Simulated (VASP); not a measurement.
Write the native input for VASP 6.6.1 that does the following.

| Item | Value |
| --- | --- |
| Task | single point |
| Functional | r2SCAN |
| Potentials or basis | VASP PAW PBE potentials, release 64 (W_sv, Si) |
| Cutoff | 520 eV |
| k mesh | 12 × 12 × 12 |
| Occupations | fermi-dirac, width 0.05 eV |
| Spin | no spin polarisation |
| Dipole correction | no |
| Further INCAR settings | ALGO = Normal; EDIFF = 1e-06; NBANDS = 18 |

Si2W:

```
W Si
1.0
    -1.58518    1.58518    3.86204
     1.58518   -1.58518    3.86204
     1.58518    1.58518   -3.86204
W Si
1 2
Direct
  0.00000 0.00000 0.00000
  0.66530 0.66530 0.00000
  0.33470 0.33470 0.00000
```

The input as run:

POSCAR

```
Si2W
1.0
   -1.5851824729      1.5851824729      3.8620387842
    1.5851824729     -1.5851824729      3.8620387842
    1.5851824729      1.5851824729     -3.8620387842
W Si
1 2
Direct
    0.0000000000      0.0000000000      0.0000000000
    0.6653000000      0.6653000000      0.0000000000
    0.3347000000      0.3347000000      0.0000000000
```

INCAR.step1

```
SYSTEM = Si2W
ALGO = Normal
EDIFF = 1E-4
ENCUT = 520
GGA = PE
ISMEAR = -1
LASPH = .TRUE.
LCHARG = .FALSE.
LREAL = .FALSE.
LWAVE = .TRUE.
NBANDS = 18
NELM = 80
PREC = Accurate
SIGMA = 0.05
```

INCAR.step2

```
SYSTEM = Si2W
ALGO = Normal
EDIFF = 1E-6
ENCUT = 520
ISIF = 2
ISMEAR = -1
ISTART = 1
LASPH = .TRUE.
LCHARG = .FALSE.
LMIXTAU = .TRUE.
LREAL = .FALSE.
LWAVE = .FALSE.
METAGGA = R2SCAN
NBANDS = 18
NELM = 80
PREC = Accurate
SIGMA = 0.05
```

KPOINTS

```
k-points
0
G
  12 12 12
  0 0 0
```

Potentials or basis: VASP PAW PBE potentials, release 64 (W_sv, Si).

The run is started by

```console
$ cat potpaw_PBE.64/W_sv/POTCAR potpaw_PBE.64/Si/POTCAR > POTCAR
$ cp INCAR.step1 INCAR
$ mpirun -np 1 vasp_std > vasp.out
$ cp INCAR.step2 INCAR
$ mpirun -np 1 vasp_std > vasp.out
```

It gave:

| Item | Value |
| --- | --- |
| Pressure | 9.5 GPa |
| Largest force | 0.116 eV/Å |
| Band gap on the k mesh | zero (bands 11 and 12 overlap by 1.42 eV) |

Caveat: the cell stands under pressure; the PAW data sets were made with another functional, which shifts forces and pressure a little; spin-orbit coupling is left out, which moves the levels of the heavy elements.

It took 15 min on 1 thread of Intel(R) Xeon(R) Platinum 8375C CPU @ 2.90GHz (Ice Lake), with other jobs on the host, peak memory 0.28 GiB.
